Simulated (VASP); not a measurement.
# BP (I-4m2) in VASP: a series of runs, part 2 of 2

VASP 6.6.1. Earlier steps stand in the parts before.

### Step 5. Single point, PBEsol (in-plane strain +0.005)

INCAR reads:

```
ALGO = Normal
EDIFF = 1E-6
ENCUT = 520
GGA = PS
ISIF = 2
ISMEAR = 0
LASPH = True
LCHARG = False
LREAL = False
LWAVE = False
NBANDS = 11
NELM = 100
PREC = Accurate
SIGMA = 0.01
```

KPOINTS reads:

```
k-points
0
Gamma
  8 8 8
```

POSCAR reads:

```
BP
1.0
    2.2713722090      2.2713722090      0.0000000000
   -2.2713722090      2.2713722090      0.0000000000
    0.0000000000      2.2713722090      2.2532916342
B P
1 1
Direct
    0.0000000000      0.0000000000      0.0000000000
    0.7500000000      0.2500000000      0.5000000000
```

Potentials or basis: VASP PAW PBE potentials, release 64 (B, P).

The run is started by

```console
cat potpaw_PBE.64/B/POTCAR potpaw_PBE.64/P/POTCAR > POTCAR
mpirun -np 1 vasp_std > vasp.out
```

OUTCAR:

```text
EDIFF = 1E-6
   ENCUT = 520
   GGA = PS
   ISIF = 2
   ISMEAR = 0
   LASPH = True
   LREAL = False
   NELM = 100
   PREC = Accurate

 ion  position               nearest neighbor table
   1  0.000  0.000  0.000-   2 1.96   2 1.96   2 1.96   2 1.96
   2  0.750  0.250  0.500-   1 1.96   1 1.96   1 1.96   1 1.96

  LATTYP: Found a body centered tetragonal cell.
 ALAT       =     3.2122053832
 C/A-ratio  =     1.4029561410

  Lattice vectors:

 A1 = (   2.2713722090,   0.0000000000,  -2.2532916342)
[... 512 lines left out ...]
      5      11.8533      0.00000
      6      12.3868      0.00000
      7      13.1523      0.00000
      8      16.3219      0.00000
      9      17.2930      0.00000
     10      20.6079      0.00000
     11      22.1931      0.00000

 [... further k-points ...]
[... 5 lines left out ...]
  --------------------------------------------------------------------------------------
  -------------------------------------------------------------------------------------
  Total       -0.2527748     -0.2527748      0.0493036      0.0000000      0.0000000     -0.0000000
  in kB      -17.4188850    -17.4188850      3.3975447      0.0000000      0.0000000     -0.0000000
  external PRESSURE =     -10.4800751 kB  Pullay stress =       0.0000000 kB

 VOLUME and BASIS-vectors are now :
 -----------------------------------------------------------------------------
  energy-cutoff  :      520.00
  volume of cell :       23.25
      direct lattice vectors                 reciprocal lattice vectors
     2.271372209  2.271372209  0.000000000     0.220131248  0.220131248 -0.221897597
    -2.271372209  2.271372209  0.000000000    -0.220131248  0.220131248 -0.221897597
     0.000000000  2.271372209  2.253291634     0.000000000  0.000000000  0.443795195

 POSITION                                       TOTAL-FORCE (eV/Angst)
 -----------------------------------------------------------------------------------
      0.00000      0.00000      0.00000        -0.000000      0.000000      0.000000
      1.13569      3.40706      1.12665         0.000000     -0.000000      0.000000
 -----------------------------------------------------------------------------------
    total drift:                                0.000000      0.000000     -0.000000

  FREE ENERGIE OF THE ION-ELECTRON SYSTEM (eV)
  ---------------------------------------------------
  free  energy   TOTEN  =       -13.6703761628 eV

  energy  without entropy=      -13.6703761628  energy(sigma->0) =      -13.67037616
```

stdout:

```text
POSCAR found type information on POSCAR B P
 POSCAR found :  2 types and       2 ions
 scaLAPACK will be used
 -----------------------------------------------------------------------------
|                                                                             |
|                                                                             |
|     You enforced a specific xc type in the INCAR file but a different       |
|     I HOPE YOU KNOW WHAT YOU ARE DOING!                                     |
|                                                                             |
 -----------------------------------------------------------------------------

 LDA part: xc-table for (Slater+PW92), standard interpolation
 POSCAR, INCAR and KPOINTS ok, starting setup
 FFT: planning ... GRIDC
 FFT: planning ... GRID_SOFT
 FFT: planning ... GRID
 WAVECAR not read
 entering main loop
```

Wall time 5.5 s (1 thread of Intel Xeon 6975P-C (Granite Rapids), shared host); peak memory 0.13 GiB.

Results:

```yaml
Free_energy: -13.6704 eV
Pressure: -1.0 GPa
Band_gap_on_the_k_mesh: 1.04 eV, indirect (least direct gap 3.28 eV)
```

Levels at points of the mesh, in eV from the valence-band top:
| k point | band 1 | band 2 | band 3 | band 4 | band 5 | band 6 | band 7 | band 8 |
| --- | --- | --- | --- | --- | --- | --- | --- | --- |
| (0.00, 0.00, 0.00) | -15.59 | -0.08 | -0.08 | 0.00 | 3.28 | 3.33 | 3.33 | 7.36 |
| (0.50, 0.00, 0.00) | -12.22 | -9.18 | -1.88 | -1.77 | 3.70 | 4.56 | 4.65 | 9.89 |
| (0.50, 0.50, 0.00) | -10.72 | -8.70 | -4.20 | -4.18 | 1.19 | 1.50 | 12.00 | 12.17 |
| (0.00, 0.00, 0.50) | -10.64 | -8.63 | -4.27 | -4.27 | 1.10 | 1.38 | 12.09 | 12.09 |

Caveat: the cell differs from its parent crystal (in-plane strain +0.005); the PAW data sets were made with another functional, which shifts forces and pressure a little. A k mesh can miss the band edges.

### Step 6. Single point, PBEsol (film at in-plane strain +0.005)

INCAR reads:

```
PREC     = Accurate       # precision mode
ENCUT    = 520            # plane-wave cutoff, eV
EDIFF    = 1E-6           # SCF threshold, eV
ISMEAR   = 0              # smearing method
SIGMA    = 0.01           # smearing width, eV
LREAL    = F              # projectors in reciprocal space
LASPH    = T              # aspherical terms in the spheres
NELM     = 60             # most SCF steps
ALGO     = Normal         # electronic algorithm
ISIF     = 2              # what is computed and relaxed
LWAVE    = F              # write WAVECAR
LCHARG   = T              # write CHGCAR
GGA      = PS             # functional
LELF     = T              # ELF
LVHAR    = T            
NBANDS   = 11             # bands
```

KPOINTS reads:

```
Automatic mesh
0
Gamma
  8 8 8
```

Edit POSCAR of step 5 so:

```diff
@@ -4,3 +4,3 @@
    -2.2713722090      2.2713722090      0.0000000000
-    0.0000000000      2.2713722090      2.2532916342
+    0.0000000000      2.2713722090      2.2546146610
 B P
```

Potentials or basis: VASP PAW PBE potentials, release 64 (B, P).

The run is started by

```console
cat potpaw_PBE.64/B/POTCAR potpaw_PBE.64/P/POTCAR > POTCAR
mpirun -np 1 vasp_std > vasp.out
```

Run time: 4.8 s. Hardware: 1 thread of Intel Xeon 6975P-C (Granite Rapids), shared host; peak memory 0.14 GiB.

It converged, with:

```yaml
Free_energy: -13.6704 eV
Pressure: -1.1 GPa
Band_gap_on_the_k_mesh: 1.05 eV, indirect (least direct gap 3.29 eV)
```

Stress tensor (GPa, compression positive):
```
-1.79  0.00  0.00
 0.00 -1.79  0.00
 0.00  0.00  0.14
```

Levels at points of the mesh, in eV from the valence-band top:
| k point | band 2 | band 3 | band 4 | band 5 | band 6 | band 7 |
| --- | --- | --- | --- | --- | --- | --- |
| (0.00, 0.00, 0.00) | -0.07 | -0.07 | 0.00 | 3.29 | 3.33 | 3.33 |
| (0.50, 0.00, 0.00) | -9.18 | -1.87 | -1.77 | 3.70 | 4.57 | 4.65 |
| (0.50, 0.50, 0.00) | -8.69 | -4.19 | -4.18 | 1.20 | 1.50 | 12.01 |
| (0.00, 0.00, 0.50) | -8.63 | -4.26 | -4.26 | 1.11 | 1.39 | 12.08 |

Caveat: the cell differs from its parent crystal (film at in-plane strain +0.005); the PAW data sets were made with another functional, which shifts forces and pressure a little.

### Step 7. Overview

| cell | gap on the mesh (eV) | pressure (GPa) |
| --- | --- | --- |
| a = 3.180, b = 3.180, c = 3.192 Å, angles 60.1, 60.1, 90.0°, 2 atoms | 1.08 | 1.4 |
| a = 3.180, b = 3.180, c = 3.193 Å, angles 60.1, 60.1, 90.0°, 2 atoms | 1.08 | 1.3 |
| a = 3.212, b = 3.212, c = 3.200 Å, angles 59.9, 59.9, 90.0°, 2 atoms | 1.05 | -1.1 |
| a = 3.212, b = 3.212, c = 3.199 Å, angles 59.9, 59.9, 90.0°, 2 atoms | 1.04 | -1.0 |

Alike in all rows: task single point; level PBEsol; potentials or basis VASP PAW PBE potentials, release 64 (B, P); no spin polarisation; k mesh 8 × 8 × 8; cutoff (eV) 520; smearing gaussian 0.01 eV.

Caveats: the PAW data sets were made with another functional, which shifts forces and pressure a little.

Absolute energies hang on the potentials; compare differences alone.
